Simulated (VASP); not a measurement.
# Ta (P6_3/mmc) in VASP: notebook, part 2 of 2

VASP 6.6.1.

## Step 3: Single point, r2SCAN (16.27 Å³/atom)

This run uses another cell than the first one, of 16.27 Å³/atom.

The input, POSCAR:

```
Ta
1.0
    2.7653852005      0.0000000000      0.0000000000
   -1.3826926003      2.3948938348      0.0000000000
    0.0000000000      0.0000000000      4.9141410468
Ta
2
Direct
    0.3333333333      0.6666666667      0.2500000000
    0.6666666667      0.3333333333      0.7500000000
```

The input, INCAR.step1:

```
PREC = Accurate
ENCUT = 520
ISMEAR = -1
SIGMA = 0.1
LREAL = False
LASPH = True
NELM = 60
NBANDS = 18
GGA = PE
ALGO = Normal
EDIFF = 1E-4
LWAVE = True
LCHARG = False
```

The input, INCAR.step2:

```
PREC = Accurate
ENCUT = 520
EDIFF = 1E-6
ISMEAR = -1
SIGMA = 0.1
LREAL = False
LASPH = True
NELM = 60
ALGO = Normal
ISIF = 2
LWAVE = False
LCHARG = False
METAGGA = R2SCAN
LMIXTAU = True
NBANDS = 18
ISTART = 1
```

The input, KPOINTS:

```
regular mesh
0
Gamma
  14 14 7
```

Potentials or basis: VASP PAW PBE potentials, release 64 (Ta_pv).

Run with:

```console
> cat potpaw_PBE.64/Ta_pv/POTCAR > POTCAR
> cp INCAR.step1 INCAR
> mpirun -np 1 vasp_std > vasp.out
> cp INCAR.step2 INCAR
> mpirun -np 1 vasp_std > vasp.out
```

OUTCAR:

```text
PREC = Accurate
   ENCUT = 520
   EDIFF = 1E-6
   ISMEAR = -1
   LREAL = False
   LASPH = True
   NELM = 60
   ISIF = 2
   METAGGA = R2SCAN
   ISTART = 1

 ion  position               nearest neighbor table
   1  0.333  0.667  0.250-   2 2.93   2 2.93   2 2.93   2 2.93   2 2.93   2 2.93
   2  0.667  0.333  0.750-   1 2.93   1 2.93   1 2.93   1 2.93   1 2.93   1 2.93

  LATTYP: Found a hexagonal cell.
 ALAT       =     2.7653852005
 C/A-ratio  =     1.7770186395

  Lattice vectors:

 A1 = (   2.7653852005,   0.0000000000,   0.0000000000)
 A2 = (  -1.3826926003,   2.3948938348,   0.0000000000)
 A3 = (   0.0000000000,   0.0000000000,   4.9141410468)

Analysis of symmetry for initial positions (statically):
=====================================================================
 Subroutine PRICEL returns:
 Original cell was already a primitive cell.

 Routine SETGRP: Setting up the symmetry group for a
 hexagonal supercell.

 Subroutine GETGRP returns: Found 24 space group operations
 (whereof 12 operations were pure point group operations)
 out of a pool of 24 trial point group operations.

The static configuration has the point symmetry D_3d.
 The point group associated with its full space group is D_6h.

Analysis of symmetry for dynamics (positions and initial velocities):
=====================================================================
 Subroutine PRICEL returns:
 Original cell was already a primitive cell.

 Routine SETGRP: Setting up the symmetry group for a
 hexagonal supercell.

 Subroutine GETGRP returns: Found 24 space group operations
 (whereof 12 operations were pure point group operations)
 out of a pool of 24 trial point group operations.

The dynamic configuration has the point symmetry D_3d.
 The point group associated with its full space group is D_6h.

 Subroutine INISYM returns: Found 24 space group operations
 (whereof 12 operations are pure point group operations),
 and found     1 'primitive' translations

----------------------------------------------------------------------------------------

                                     Primitive cell

  volume of cell :      32.5454

  direct lattice vectors                    reciprocal lattice vectors
     2.765385200  0.000000000  0.000000000     0.361613275  0.208777522  0.000000000
    -1.382692600  2.394893835  0.000000000     0.000000000  0.417555044  0.000000000
     0.000000000  0.000000000  4.914141047     0.000000000  0.000000000  0.203494363

  length of vectors
     2.765385200  2.765385200  4.914141047     0.417555044  0.417555044  0.203494363

  position of ions in fractional coordinates (direct lattice)
     0.333333333  0.666666667  0.250000000
     0.666666667  0.333333333  0.750000000

  ion indices of the primitive-cell ions
   primitive index   ion index
                 1           1
                 2           2

----------------------------------------------------------------------------------------

 KPOINTS: regular mesh

Automatic generation of k-mesh.
 Grid dimensions read from file:
 generate k-points for:   14   14    7

 Generating k-lattice:

  Cartesian coordinates                     Fractional coordinates (reciprocal lattice)
     0.025829520  0.014912680  0.000000000     0.071428571  0.000000000  0.000000000
     0.000000000  0.029825360  0.000000000     0.000000000  0.071428571  0.000000000
     0.000000000  0.000000000  0.029070623     0.000000000  0.000000000  0.142857143

  Length of vectors
     0.029825360  0.029825360  0.029070623

  Shift w.r.t. Gamma in fractional coordinates (k-lattice)
     0.000000000  0.000000000  0.000000000

 Subroutine IBZKPT returns following result:
 ===========================================

 Found     96 irreducible k-points:

 Following reciprocal coordinates:
            Coordinates               Weight
  0.000000  0.000000  0.000000      1.000000
  0.071429  0.000000  0.000000      6.000000
  0.142857 -0.000000  0.000000      6.000000
  0.214286 -0.000000  0.000000      6.000000
  0.285714  0.000000  0.000000      6.000000
  0.357143 -0.000000  0.000000      6.000000
[... 16 lines left out ...]
  0.285714  0.285714  0.000000      6.000000
  0.357143  0.285714  0.000000      6.000000
 [... further k-points ...]
   k-points           NKPTS =     96   k-points in BZ     NKDIM =     96   number of bands    NBANDS=     18
   number of dos      NEDOS =    301   number of ions     NIONS =      2
   total plane-waves  NPLWV =  23040
   dimension x,y,z NGX =    24 NGY =   24 NGZ =   40
   dimension x,y,z NGXF=    48 NGYF=   48 NGZF=   80
   ions per type =               2
   NGX,Y,Z   is equivalent  to a cutoff of  14.43, 14.43, 13.53 a.u.
   NGXF,Y,Z  is equivalent  to a cutoff of  28.86, 28.86, 27.06 a.u.
 SYSTEM =  unknown system
   PREC   = accura    normal or accurate (medium, high low for compatibility)
   ISTART =      1    job   : 0-new  1-cont  2-samecut
   ICHARG =      0    charge: 1-file 2-atom 10-const
   ISPIN  =      1    spin polarized calculation?
   LNONCOLLINEAR =      F non collinear calculations
   LSORBIT =      F    spin-orbit coupling
   LASPH  =      T    aspherical Exc in radial PAW
   ENCUT  =  520.0 eV  38.22 Ry    6.18 a.u.   5.14  5.14  9.14*2*pi/ulx,y,z
   NELM   =     60;   NELMIN=  2; NELMDL=  0     # of ELM steps
   EDIFF  = 0.1E-05   stopping-criterion for ELM
   LREAL  =      F    real-space projection
   EDIFFG = 0.1E-04   stopping-criterion for IOM
   NSW    =      0    number of steps for IOM
   IBRION =     -1    ionic relax: 0-MD 1-quasi-New 2-CG
   NFREE  =      0    steps in history (QN), initial steepest desc. (CG)
   ISIF   =      2    stress and relaxation
   ISYM   =      2    0-nonsym 1-usesym 2-fastsym
   POTIM  = 0.5000    time-step for ionic-motion
   TEBEG  =    0.0;   TEEND  =   0.0 temperature during run
   PSTRESS=    0.0 pullay stress
   NELECT =      22.0000    total number of electrons
   NUPDOWN=      -1.0000    fix difference up-down
   EMIN   =  10.00;   EMAX   =-10.00  energy-range for DOS
   EFERMI =   0.00;   METHOD = LEGACY
   ISMEAR =    -1;   SIGMA  =   0.10  broadening in eV -4-tet -1-fermi 0-gaus
   EFERMI_NEDOS =   21; number of points for ismear=-14 and -15
   IALGO  =     38    algorithm
   IMIX   =      4    mixing-type and parameters
     AMIX     =   0.40;   BMIX     =  1.00
     AMIX_MAG =   1.60;   BMIX_MAG =  1.00
  volume/ion in A,a.u.               =      16.27       109.81
  Fermi-wavevector in a.u.,A,eV,Ry     =   1.436765  2.715093 28.086439  2.064295
  Thomas-Fermi vector in A             =   2.555918
   LORBIT       =      0    0 simple, 1 ext, 2 COOP (PROOUT), +10 PAW based schemes
   METAGGA = R2SCAN    functional components
   LHFCALC =     F    Hartree Fock is set to
   AEXX    =    0.0000 exact exchange contribution
   IVDW    =     0    specifies the selected vdW correction
   LEPSILON=     F    determine dielectric tensor
   LRPA    =     F    only Hartree local field effects (RPA)
 non-spin polarized calculation
  energy-cutoff  :      520.00
  volume of cell :       32.55
 maximum number of plane-waves:       890
 NGX is ok and might be reduce to    24
   NGX = 11   NGY = 11   NGZ = 19

 number of electron      22.0000002 magnetization

 Free energy of the ion-electron system (eV)
  ---------------------------------------------------
  ext. energy  EPLUGINS =         0.00000000
  ---------------------------------------------------
  free energy    TOTEN  =       -96.16872216 eV

  energy without entropy =      -96.09995523  energy(sigma->0) =      -96.13433870

 E-fermi :   6.6684     XC(G=0): -14.3530

 val. band max:        6.6603517333   @ k =   0.1429   0.0714   0.0000
 cond. band min:       6.6781315601   @ k =   0.2857   0.2143   0.1429
 fundamental gap:      0.0177798268
 Fermi energy:         6.6683941636

 k-point     1 :       0.0000    0.0000    0.0000
  band No.  band energies     occupation
      1     -29.1517      2.00000
      2     -27.7450      2.00000
      3     -27.6122      2.00000
      4     -27.6122      2.00000
      5     -27.4767      2.00000
      6     -27.4767      2.00000
[... 10 lines left out ...]
     17      13.0511      0.00000
     18      13.0511      0.00000
[... 463 lines left out ...]
 k-point    24 :       0.3571    0.2857    0.0000
  band No.  band energies     occupation
      1     -28.9487      2.00000
      2     -28.7702      2.00000
      3     -28.6609      2.00000
      4     -28.4571      2.00000
      5     -28.2194      2.00000
      6     -28.1072      2.00000
[... 10 lines left out ...]
     17      15.8608      0.00000
     18      16.0946      0.00000

 [... further k-points ...]

------------------------ aborting loop because EDIFF is reached ----------------------------------------

  FORCE on cell =-STRESS in cart. coord.  units (eV):
  Direction    XX          YY          ZZ          XY          YZ          ZX
  --------------------------------------------------------------------------------------
  -------------------------------------------------------------------------------------
  Total        6.9233065      6.9233065      6.3657191     -0.0000000     -0.0000000      0.0000000
  in kB      340.8274941    340.8274941    313.3780232     -0.0000000     -0.0000000      0.0000000
  external PRESSURE =     331.6776705 kB  Pullay stress =       0.0000000 kB

 VOLUME and BASIS-vectors are now :
 -----------------------------------------------------------------------------
  energy-cutoff  :      520.00
  volume of cell :       32.55
      direct lattice vectors                 reciprocal lattice vectors
     2.765385200  0.000000000  0.000000000     0.361613275  0.208777522  0.000000000
    -1.382692600  2.394893835  0.000000000     0.000000000  0.417555044  0.000000000
     0.000000000  0.000000000  4.914141047     0.000000000  0.000000000  0.203494363

 POSITION                                       TOTAL-FORCE (eV/Angst)
 -----------------------------------------------------------------------------------
     -0.00000      1.59660      1.22854        -0.000000      0.000000      0.000000
      1.38269      0.79830      3.68561         0.000000     -0.000000      0.000000
 -----------------------------------------------------------------------------------
    total drift:                               -0.000000      0.000000     -0.000000

  FREE ENERGIE OF THE ION-ELECTRON SYSTEM (eV)
  ---------------------------------------------------
  free  energy   TOTEN  =       -96.1687221575 eV

  energy  without entropy=      -96.0999552344  energy(sigma->0) =      -96.13433870
```

OSZICAR.step1:

```text
N       E                     dE             d eps       ncg     rms          rms(c)
DAV:   1     0.172831271509E+03    0.17283E+03   -0.12852E+04  3472   0.129E+03
DAV:   2    -0.190001792889E+02   -0.19183E+03   -0.18831E+03  4190   0.364E+02
DAV:   3    -0.233380520493E+02   -0.43379E+01   -0.42756E+01  4004   0.515E+01
DAV:   4    -0.233668337375E+02   -0.28782E-01   -0.28750E-01  3898   0.439E+00
DAV:   5    -0.233670288760E+02   -0.19514E-03   -0.19513E-03  3882   0.341E-01    0.226E+01
DAV:   6    -0.228147699800E+02    0.55226E+00   -0.49335E-01  3830   0.659E+00    0.117E+01
DAV:   7    -0.226187228136E+02    0.19605E+00   -0.51600E-01  3932   0.643E+00    0.474E-01
DAV:   8    -0.226161126587E+02    0.26102E-02   -0.11007E-02  3820   0.961E-01    0.150E-01
DAV:   9    -0.226161221108E+02   -0.94521E-05   -0.18764E-04  3590   0.120E-01
   1 F= -.22616122E+02 E0= -.22579339E+02  d E =-.735659E-01
```

Run time: 4.4 min. Hardware: 1 thread of Intel Xeon 8259CL, shared host; peak memory 0.2 GiB.

Results:

```
Free energy            : -96.1687 eV
Pressure               : 33.2 GPa
Band gap on the k mesh : zero (bands 11 and 12 overlap by 2.29 eV)
```

Caveat: the cell stands under pressure; the PAW data sets were made with another functional, which shifts forces and pressure a little; spin-orbit coupling is left out, which moves the levels of the heavy elements.

## Step 4: Single point, r2SCAN (17.01 Å³/atom)

This run uses another cell than the first one, of 17.01 Å³/atom.

The input, POSCAR:

```
Ta
1.0
    2.8066656924      0.0000000000      0.0000000000
   -1.4033328462      2.4306437896      0.0000000000
    0.0000000000      0.0000000000      4.9874972504
Ta
2
Direct
    0.3333333333      0.6666666667      0.2500000000
    0.6666666667      0.3333333333      0.7500000000
```

The input, INCAR.step1:

```
SYSTEM = Ta
PREC     = Accurate       ! precision mode
ENCUT    = 520            ! plane-wave cutoff, eV
ISMEAR   = -1             ! smearing method
SIGMA    = 0.1            ! smearing width, eV
LREAL    = .FALSE.        ! projectors in reciprocal space
LASPH    = .TRUE.         ! aspherical terms in the spheres
NELM     = 60             ! most SCF steps
NBANDS   = 18             ! bands
GGA      = PE             ! functional
ALGO     = Normal         ! electronic algorithm
EDIFF    = 1E-4           ! SCF threshold, eV
LWAVE    = .TRUE.         ! write WAVECAR
LCHARG   = .FALSE.        ! write CHGCAR
```

The input, INCAR.step2:

```
SYSTEM = Ta
PREC     = Accurate       ! precision mode
ENCUT    = 520            ! plane-wave cutoff, eV
EDIFF    = 1E-6           ! SCF threshold, eV
ISMEAR   = -1             ! smearing method
SIGMA    = 0.1            ! smearing width, eV
LREAL    = .FALSE.        ! projectors in reciprocal space
LASPH    = .TRUE.         ! aspherical terms in the spheres
NELM     = 60             ! most SCF steps
ALGO     = Normal         ! electronic algorithm
ISIF     = 2              ! what is computed and relaxed
LWAVE    = .FALSE.        ! write WAVECAR
LCHARG   = .TRUE.         ! write CHGCAR
METAGGA  = R2SCAN         ! meta-GGA
LMIXTAU  = .TRUE.       
LELF     = .TRUE.         ! ELF
LVHAR    = .TRUE.       
NBANDS   = 18             ! bands
ISTART   = 1
```

The input, KPOINTS:

```
regular mesh
0
G
  14 14 7
  0 0 0
```

Run with:

```console
> cat potpaw_PBE.64/Ta_pv/POTCAR > POTCAR
> cp INCAR.step1 INCAR
> mpirun -np 1 vasp_std > vasp.out
> cp INCAR.step2 INCAR
> mpirun -np 1 vasp_std > vasp.out
```

Run time: 5.2 min. Hardware: 1 thread of Intel Xeon 8259CL, shared host; peak memory 0.2 GiB.

It converged, with:

```
Free energy            : -96.4141 eV
Pressure               : 20.3 GPa
Band gap on the k mesh : zero (bands 11 and 12 overlap by 2.10 eV)
```

Stress tensor (GPa, compression positive):
```
21.01  0.00  0.00
 0.00 21.01  0.00
 0.00  0.00 18.90
```

Levels at points of the mesh, in eV from the Fermi level:
```csv
k point,band 8,band 9,band 10,band 11,band 12,band 13,band 14,band 15
"(0.00, 0.00, 0.00)",-5.50,-0.71,0.01,0.68,0.68,1.36,1.36,3.55
"(0.50, 0.00, 0.00)",-4.55,-3.96,-0.40,-0.38,0.63,1.03,6.63,7.53
```

Caveat: the cell stands under pressure; the PAW data sets were made with another functional, which shifts forces and pressure a little; spin-orbit coupling is left out, which moves the levels of the heavy elements.

## Step 5: Summary

```tsv
cell	k mesh	gap on the mesh (eV)	pressure (GPa)
a = 2.886, b = 2.886, c = 5.128 Å, angles 90.0, 90.0, 120.0°, 2 atoms	12 × 12 × 7	none	0.6
a = 2.765, b = 2.765, c = 4.914 Å, angles 90.0, 90.0, 120.0°, 2 atoms	14 × 14 × 7	none	33.2
a = 2.807, b = 2.807, c = 4.987 Å, angles 90.0, 90.0, 120.0°, 2 atoms	14 × 14 × 7	none	20.3
```

Alike in all rows: task single point; level r2SCAN; potentials or basis VASP PAW PBE potentials, release 64 (Ta_pv); no spin polarisation; cutoff (eV) 520; smearing fermi-dirac 0.1 eV.

Caveats: the PAW data sets were made with another functional, which shifts forces and pressure a little; spin-orbit coupling is left out, which moves the levels of the heavy elements; the cell stands under pressure (at least some runs).

Total energies depend on the potentials used, so only differences within one code and one set of settings carry meaning.

The gap in the log of VASP goes by the Fermi energy; the results here count the filled bands.